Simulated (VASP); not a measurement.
# Al12Cu6H (a cell with a defect) in VASP: further runs

Runs on Al12Cu6H (a cell with a defect). Level: PBE. Tasks: single point, relaxation of the atoms.

Everything below comes from runs of VASP 6.6.1. Logs are shortened: lines on timing, memory, paths and dates and some standing lists are left out, and cuts for length are marked.

### 1 The cell of the first run

The cell holds a defect, 19 atoms: a = 7.082 Å, b = 7.082 Å, c = 7.083 Å, α = 80.41°, β = 60.00°, γ = 70.53°.

### 2 Single point, PBE

The input, INCAR:

```
SYSTEM = Al12Cu6H
PREC = Accurate
ENCUT = 520
EDIFF = 1E-6
ISMEAR = 0
SIGMA = 0.1
LREAL = Auto
LASPH = .TRUE.
NELM = 80
ALGO = Normal
ISIF = 2
LWAVE = .FALSE.
LCHARG = .FALSE.
GGA = PE
NBANDS = 66
```

The input, KPOINTS:

```
Automatic mesh
0
G
  1 1 1
  0 0 0
```

The input, POSCAR:

```
Al12Cu6H
1.0
    4.0892560504      0.0000000000      5.7824626538
   -4.0892560504      0.0000000000      5.7824626538
    2.0446280252     -6.1338840756      2.8912313269
Al Cu H
12 6 1
Direct
    0.2736671448      0.1205923234      0.6837656873
    0.4588400227      0.6194241786      0.3338446422
    0.6170791706      0.1252794858      1.0000000000
    0.9574328321      0.1205923234      0.3162343127
    0.7926846649      0.6194241786      0.6661553578
    0.1349057409      0.6204682743      0.0000000000
    0.3829208294      0.8747205142      0.0000000000
    0.5411599773      0.3805758214      0.6661553578
    0.7263328552      0.8794076766      0.3162343127
    0.0425671679      0.8794076766      0.6837656873
    0.8650942591      0.3795317257      0.0000000000
    0.2073153351      0.3805758214      0.3338446422
    0.4243280212      0.7498216310      0.6605633056
    0.5756719788      0.2501783690      0.3394366944
    0.7475873327      0.7443993538      0.0000000000
    0.0848913268      0.7498216310      0.3394366944
    0.9151086732      0.2501783690      0.6605633056
    0.2524126673      0.2556006462      1.0000000000
    0.0000000000      0.0000000000      0.0000000000
```

Potentials or basis: VASP PAW PBE potentials, release 64 (Al, Cu, H).

Command:

```bash
cat potpaw_PBE.64/Al/POTCAR potpaw_PBE.64/Cu/POTCAR potpaw_PBE.64/H/POTCAR > POTCAR
mpirun -np 1 vasp_gam > vasp.out
```

OUTCAR:

```text
SYSTEM = Al12Cu6H
   PREC = Accurate
   ENCUT = 520
   EDIFF = 1E-6
   ISMEAR = 0
   LREAL = Auto
   LASPH = .TRUE.
   NELM = 80
   ISIF = 2
   GGA = PE

 ion  position               nearest neighbor table
   1  0.274  0.121  0.684-  17 2.48  13 2.48  18 2.50  14 2.59  10 2.73  11 2.85   7 2.86  12 2.97
                             8 3.00   9 3.08
   2  0.459  0.619  0.334-  14 2.47  16 2.48  15 2.50  13 2.50  11 2.83  12 2.84   8 2.85   7 2.89
                            10 2.97   9 3.00
   3  0.617  0.125  0.000-  18 2.44  15 2.54  17 2.55  14 2.55   7 2.80   9 2.86  10 2.86   8 2.89
                            12 2.89  11 2.90
   4  0.957  0.121  0.316-  14 2.48  16 2.48  18 2.50  17 2.59   9 2.73  11 2.85   7 2.86   8 2.97
                            12 3.00  10 3.08
   5  0.793  0.619  0.666-  17 2.47  13 2.48  15 2.50  16 2.50  11 2.83   8 2.84  12 2.85   7 2.89
                             9 2.97  10 3.00
   6  0.135  0.620  0.000-  18 2.44  16 2.53  13 2.53  15 2.59  12 2.83   8 2.83  10 2.85   9 2.85
                             7 2.90  11 2.96
   7  0.383  0.875  0.000-  15 2.44  18 2.54  16 2.55  13 2.55   3 2.80   1 2.86   4 2.86   2 2.89
                             5 2.89   6 2.90
   8  0.541  0.381  0.666-  13 2.47  17 2.48  18 2.50  14 2.50   6 2.83   5 2.84   2 2.85   3 2.89
                             4 2.97   1 3.00
   9  0.726  0.879  0.316-  16 2.48  14 2.48  15 2.50  13 2.59   4 2.73   6 2.85   3 2.86   5 2.97
                             2 3.00   1 3.08
  10  0.043  0.879  0.684-  13 2.48  17 2.48  15 2.50  16 2.59   1 2.73   6 2.85   3 2.86   2 2.97
                             5 3.00   4 3.08
  11  0.865  0.380  0.000-  15 2.44  14 2.53  17 2.53  18 2.59   5 2.83   2 2.83   4 2.85   1 2.85
                             3 2.90   6 2.96
  12  0.207  0.381  0.334-  16 2.47  14 2.48  18 2.50  17 2.50   6 2.83   2 2.84   5 2.85   3 2.89
                             1 2.97   4 3.00
  13  0.424  0.750  0.661-   8 2.47  10 2.48   5 2.48   1 2.48   2 2.50   6 2.53   7 2.55   9 2.59

  14  0.576  0.250  0.339-   2 2.47   4 2.48  12 2.48   9 2.48   8 2.50  11 2.53   3 2.55   1 2.59

  15  0.748  0.744  0.000-   7 2.44  11 2.44   2 2.50   5 2.50   9 2.50  10 2.50   3 2.54   6 2.59

  16  0.085  0.750  0.339-  12 2.47   9 2.48   2 2.48   4 2.48   5 2.50   6 2.53   7 2.55  10 2.59

  17  0.915  0.250  0.661-   5 2.47   1 2.48   8 2.48  10 2.48  12 2.50  11 2.53   3 2.55   4 2.59

  18  0.252  0.256  0.000-   3 2.44   6 2.44   8 2.50  12 2.50   1 2.50   4 2.50   7 2.54  11 2.59

  19  0.000  0.000  0.000-

  LATTYP: Found a base centered monoclinic cell.
 ALAT       =     7.0822940767
 B/A-ratio  =     1.7321743518
 C/A-ratio  =     1.0000000000
 COS(beta)  =    -0.3332382256

  Lattice vectors:

 A1 = (  -2.0446280252,   6.1338840756,  -2.8912313269)
 A2 = (  -2.0446280252,  -6.1338840756,  -2.8912313269)
 A3 = (  -4.0892560504,   0.0000000000,   5.7824626538)

Analysis of symmetry for initial positions (statically):
=====================================================================
 Subroutine PRICEL returns:
 Original cell was already a primitive cell.

 Routine SETGRP: Setting up the symmetry group for a
 base centered monoclinic supercell.

 Subroutine GETGRP returns: Found  4 space group operations
 (whereof  4 operations were pure point group operations)
 out of a pool of  4 trial point group operations.

The static configuration has the point symmetry C_2h.

Analysis of symmetry for dynamics (positions and initial velocities):
=====================================================================
 Subroutine PRICEL returns:
 Original cell was already a primitive cell.

 Routine SETGRP: Setting up the symmetry group for a
 base centered monoclinic supercell.

 Subroutine GETGRP returns: Found  4 space group operations
 (whereof  4 operations were pure point group operations)
 out of a pool of  4 trial point group operations.

The dynamic configuration has the point symmetry C_2h.

 Subroutine INISYM returns: Found  4 space group operations
 (whereof  4 operations are pure point group operations),
 and found     1 'primitive' translations

----------------------------------------------------------------------------------------

                                     Primitive cell

  volume of cell :     290.0833

  direct lattice vectors                    reciprocal lattice vectors
     4.089256050  0.000000000  5.782462654     0.122271629  0.081514420  0.086468349
    -4.089256050  0.000000000  5.782462654    -0.122271629  0.000000000  0.086468349
     2.044628025 -6.133884076  2.891231327     0.000000000 -0.163028839  0.000000000

  length of vectors
     7.082294077  7.082294077  7.082672956     0.170504332  0.149756892  0.163028839

  position of ions in fractional coordinates (direct lattice)
     0.273667145  0.120592323  0.683765687
     0.458840023  0.619424179  0.333844642
     0.617079171  0.125279486  0.000000000
     0.957432832  0.120592323  0.316234313
     0.792684665  0.619424179  0.666155358
     0.134905741  0.620468274  0.000000000
[... 11 lines left out ...]
     0.252412667  0.255600646  0.000000000
     0.000000000  0.000000000  0.000000000

  ion indices of the primitive-cell ions
   primitive index   ion index
                 1           1
                 2           2
                 3           3
                 4           4
                 5           5
                 6           6
[... 11 lines left out ...]
                18          18
                19          19

----------------------------------------------------------------------------------------

 KPOINTS: Automatic mesh

Automatic generation of k-mesh.
 Grid dimensions read from file:
 generate k-points for:    1    1    1

 Generating k-lattice:

  Cartesian coordinates                     Fractional coordinates (reciprocal lattice)
     0.122271629  0.081514420  0.086468349     1.000000000  0.000000000 -0.000000000
    -0.122271629  0.000000000  0.086468349     0.000000000  1.000000000  0.000000000
     0.000000000 -0.163028839  0.000000000     0.000000000  0.000000000  1.000000000

  Length of vectors
     0.170504332  0.149756892  0.163028839

  Shift w.r.t. Gamma in fractional coordinates (k-lattice)
     0.000000000  0.000000000  0.000000000

 Subroutine IBZKPT returns following result:
 ===========================================

 Found      1 irreducible k-points:

 Following reciprocal coordinates:
            Coordinates               Weight
  0.000000  0.000000  0.000000      1.000000
   k-points           NKPTS =      1   k-points in BZ     NKDIM =      1   number of bands    NBANDS=     66
   number of dos      NEDOS =    301   number of ions     NIONS =     19
   total plane-waves  NPLWV = 157464
   dimension x,y,z NGX =    54 NGY =   54 NGZ =   54
   dimension x,y,z NGXF=   108 NGYF=  108 NGZF=  108
   ions per type =              12   6   1
   NGX,Y,Z   is equivalent  to a cutoff of  12.68, 12.68, 12.67 a.u.
   NGXF,Y,Z  is equivalent  to a cutoff of  25.35, 25.35, 25.35 a.u.
 SYSTEM =  Al12Cu6H
   PREC   = accura    normal or accurate (medium, high low for compatibility)
   ISTART =      0    job   : 0-new  1-cont  2-samecut
   ICHARG =      2    charge: 1-file 2-atom 10-const
   ISPIN  =      1    spin polarized calculation?
   LNONCOLLINEAR =      F non collinear calculations
   LSORBIT =      F    spin-orbit coupling
   LASPH  =      T    aspherical Exc in radial PAW
   ENCUT  =  520.0 eV  38.22 Ry    6.18 a.u.  13.17 13.17 13.17*2*pi/ulx,y,z
   NELM   =     80;   NELMIN=  2; NELMDL= -5     # of ELM steps
   EDIFF  = 0.1E-05   stopping-criterion for ELM
   LREAL  =      T    real-space projection
   EDIFFG = 0.1E-04   stopping-criterion for IOM
   NSW    =      0    number of steps for IOM
   IBRION =     -1    ionic relax: 0-MD 1-quasi-New 2-CG
   NFREE  =      0    steps in history (QN), initial steepest desc. (CG)
   ISIF   =      2    stress and relaxation
   ISYM   =      2    0-nonsym 1-usesym 2-fastsym
   POTIM  = 0.5000    time-step for ionic-motion
   TEBEG  =    0.0;   TEEND  =   0.0 temperature during run
   PSTRESS=    0.0 pullay stress
   NELECT =     103.0000    total number of electrons
   NUPDOWN=      -1.0000    fix difference up-down
   EMIN   =  10.00;   EMAX   =-10.00  energy-range for DOS
   EFERMI =   0.00;   METHOD = LEGACY
   ISMEAR =     0;   SIGMA  =   0.10  broadening in eV -4-tet -1-fermi 0-gaus
   EFERMI_NEDOS =   21; number of points for ismear=-14 and -15
   IALGO  =     38    algorithm
   IMIX   =      4    mixing-type and parameters
     AMIX     =   0.40;   BMIX     =  1.00
     AMIX_MAG =   1.60;   BMIX_MAG =  1.00
  volume/ion in A,a.u.               =      15.27       103.03
  Fermi-wavevector in a.u.,A,eV,Ry     =   1.159257  2.190678 18.284549  1.343876
  Thomas-Fermi vector in A             =   2.295851
   LORBIT       =      0    0 simple, 1 ext, 2 COOP (PROOUT), +10 PAW based schemes
   GGA     = PE    functional components
   LHFCALC =     F    Hartree Fock is set to
   AEXX    =    0.0000 exact exchange contribution
   IVDW    =     0    specifies the selected vdW correction
   LEPSILON=     F    determine dielectric tensor
   LRPA    =     F    only Hartree local field effects (RPA)
 non-spin polarized calculation
 Gauss-broadening in eV      SIGMA  =   0.10
  energy-cutoff  :      520.00
  volume of cell :      290.08
 maximum number of plane-waves:      3890
 NGX is ok and might be reduce to    54
   NGX = 27   NGY = 27   NGZ = 27

 number of electron     103.0000033 magnetization

 Free energy of the ion-electron system (eV)
  ---------------------------------------------------
  ext. energy  EPLUGINS =         0.00000000
  ---------------------------------------------------
  free energy    TOTEN  =       -75.54805847 eV

  energy without entropy =      -75.48817708  energy(sigma->0) =      -75.51811777

 E-fermi :   7.6241     XC(G=0): -10.4612

 val. band max:        7.6225110173   @ k =   0.0000   0.0000   0.0000
 cond. band min:       8.4017147513   @ k =   0.0000   0.0000   0.0000
 fundamental gap:      0.7792037340
 Fermi energy:         7.6241274329

 k-point     1 :       0.0000    0.0000    0.0000
  band No.  band energies     occupation
      1      -3.3177      2.00000
      2      -0.3765      2.00000
      3      -0.1205      2.00000
      4       0.2699      2.00000
      5       0.4798      2.00000
      6       0.4800      2.00000
[... 55 lines left out ...]
     62       9.9253      0.00000
     63      10.1008      0.00000
 [bands above 63 left out]

------------------------ aborting loop because EDIFF is reached ----------------------------------------

  FORCE on cell =-STRESS in cart. coord.  units (eV):
  Direction    XX          YY          ZZ          XY          YZ          ZX
  --------------------------------------------------------------------------------------
  -------------------------------------------------------------------------------------
  Total       20.5070704     -8.7872458    -13.9275344      0.0000000      0.0000000      0.7463559
  in kB      113.2638978    -48.5333931    -76.9240465      0.0000000      0.0000000      4.1222454
  external PRESSURE =      -4.0645139 kB  Pullay stress =       0.0000000 kB

 VOLUME and BASIS-vectors are now :
 -----------------------------------------------------------------------------
  energy-cutoff  :      520.00
  volume of cell :      290.08
      direct lattice vectors                 reciprocal lattice vectors
     4.089256050  0.000000000  5.782462654     0.122271629  0.081514420  0.086468349
    -4.089256050  0.000000000  5.782462654    -0.122271629  0.000000000  0.086468349
     2.044628025 -6.133884076  2.891231327     0.000000000 -0.163028839  0.000000000

 POSITION                                       TOTAL-FORCE (eV/Angst)
 -----------------------------------------------------------------------------------
      2.02401     -4.19414      4.25672        -0.004252      0.004240     -0.004846
      0.02592     -2.04776      7.20024        -0.002578      0.010550     -0.015053
      2.01109      0.00000      4.29266        -0.010647     -0.000000     -0.015592
      4.06864     -1.93974      7.14795        -0.004252     -0.004240     -0.004846
      2.07055     -4.08612     10.09148        -0.002578     -0.010550     -0.015053
     -1.98559      0.00000      4.36792        -0.007285     -0.000000     -0.003455
[... 11 lines left out ...]
     -0.01304      0.00000      2.93757        -0.002684     -0.000000     -0.014502
      0.00000      0.00000      0.00000        -0.000000     -0.000000      0.000000
 -----------------------------------------------------------------------------------
    total drift:                               -0.000000      0.000000      0.000000

  FREE ENERGIE OF THE ION-ELECTRON SYSTEM (eV)
  ---------------------------------------------------
  free  energy   TOTEN  =       -75.5480584702 eV

  energy  without entropy=      -75.4881770768  energy(sigma->0) =      -75.51811777
```

Run time: 64 s. Hardware: 1 thread of Intel Xeon 6975P-C, shared host; peak memory 0.37 GiB.

What came out:

```
Free energy   : -75.5481 eV
Pressure      : -0.4 GPa
Largest force : 0.019 eV/Å
```

Forces on the atoms (eV/Å):
```
Al  -0.004  0.004 -0.005
Al  -0.003  0.011 -0.015
Al  -0.011  0.000 -0.016
Al  -0.004 -0.004 -0.005
Al  -0.003 -0.011 -0.015
Al  -0.007  0.000 -0.003
Al   0.011  0.000  0.016
Al   0.003 -0.011  0.015
Al   0.004 -0.004  0.005
Al   0.004  0.004  0.005
Al   0.007  0.000  0.003
Al   0.003  0.011  0.015
Cu   0.001 -0.001  0.005
Cu  -0.001  0.001 -0.005
Cu   0.003  0.000  0.015
Cu   0.001  0.001  0.005
Cu  -0.001 -0.001 -0.005
Cu  -0.003  0.000 -0.015
H    0.000  0.000  0.000
```

Levels at points of the mesh, in eV from the Fermi level:
| k point | band 48 | band 49 | band 50 | band 51 | band 52 | band 53 | band 54 | band 55 | band 56 | band 57 |
| --- | --- | --- | --- | --- | --- | --- | --- | --- | --- | --- |
| (0.00, 0.00, 0.00) | -1.60 | -1.52 | -0.51 | -0.17 | 0.00 | 0.78 | 1.70 | 2.09 | 2.10 | 2.15 |

Caveat: the k points lie up to 1.07 Å⁻¹ apart.

(Part 1 of 2 ends here.)
